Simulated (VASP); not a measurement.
MgO: single point with PBE

Crystal: MgO.

```
CELL_PARAMETERS angstrom
2.68616 0.00000 0.00000
0.00000 2.68616 0.00000
0.00000 0.00000 2.68616
ATOMIC_POSITIONS crystal
Mg 0.00000 0.00000 0.00000
O 0.50000 0.50000 0.50000
```

This cell differs from its parent crystal: volume changed by +3%.

```json
{
 "Program": "VASP 6.6.1",
 "Task": "single point",
 "Functional": "PBE",
 "Potentials or basis": "VASP PAW PBE potentials, release 64 (Mg, O)",
 "Cutoff": "520 eV",
 "k mesh": "8 × 8 × 8",
 "Occupations": "gaussian, width 0.01 eV",
 "Spin": "no spin polarisation"
}
```

```
Pressure               : -4.6 GPa
Band gap on the k mesh : 2.00 eV, indirect (least direct gap 2.94 eV)
```

Levels at points of the mesh, in eV from the valence-band top:
```
           k point  band 1  band 2  band 3  band 4  band 5  band 6  band 7  band 8
(0.00, 0.00, 0.00)  -18.12   -0.94   -0.94   -0.94    2.00   10.33   10.33   19.35
(0.50, 0.00, 0.00)  -17.03   -6.15   -0.51   -0.51    6.52    8.80   14.21   17.11
(0.50, 0.50, 0.00)  -16.26   -4.41   -4.41    0.00    4.72   11.55   11.55   12.88
(0.50, 0.50, 0.50)  -15.52   -3.35   -3.35   -3.35    7.23    7.23    7.23   15.23
```

Wall time 5.6 s on 1 thread of Intel Xeon 6975P-C (shared host), peak memory 0.13 GiB.

 A k mesh can miss the band edges.
